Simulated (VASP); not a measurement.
The system is KI.

```xyz
2
Lattice="0.0000 3.5328 3.5328 3.5328 0.0000 3.5328 3.5328 3.5328 0.0000" Properties=species:S:1:pos:R:3 pbc="T T T"
K     0.0000    0.0000    0.0000
I     3.5328    3.5328    3.5328
```

* Program: VASP 6.6.1
* Task: relaxation of cell and atoms
* Functional: PBE
* Potentials or basis: VASP PAW PBE potentials, release 64 (K_sv, I)
* Cutoff: 600 eV
* k mesh: 6 × 6 × 6
* Occupations: gaussian, width 0.02 eV
* Spin: no spin polarisation

At the start: pressure 0.6 GPa; volume 44.09 Å³/atom.

How do energy, volume and symmetry change on relaxing?

Over 4 steps the energy falls by 4.3 meV/atom and the volume is 46.44 Å³/atom (+5.3 %); space group Fm-3m (No. 225, to 0.05 Å).

Step by step:
```csv
step,energy change (eV),largest force (eV/Å),pressure (GPa),volume (Å³)
1,0.0000,0.0000,0.62,88.18
2,-0.0063,0.0000,0.31,90.38
3,-0.0085,0.0000,-0.06,93.42
4,-0.0086,0.0000,0.00,92.88
```

Final structure:
```
K I
1.0
     0.00000    3.59443    3.59443
     3.59443    0.00000    3.59443
     3.59443    3.59443    0.00000
K I
1 1
Direct
  0.00000 0.00000 0.00000
  0.50000 0.50000 0.50000
```
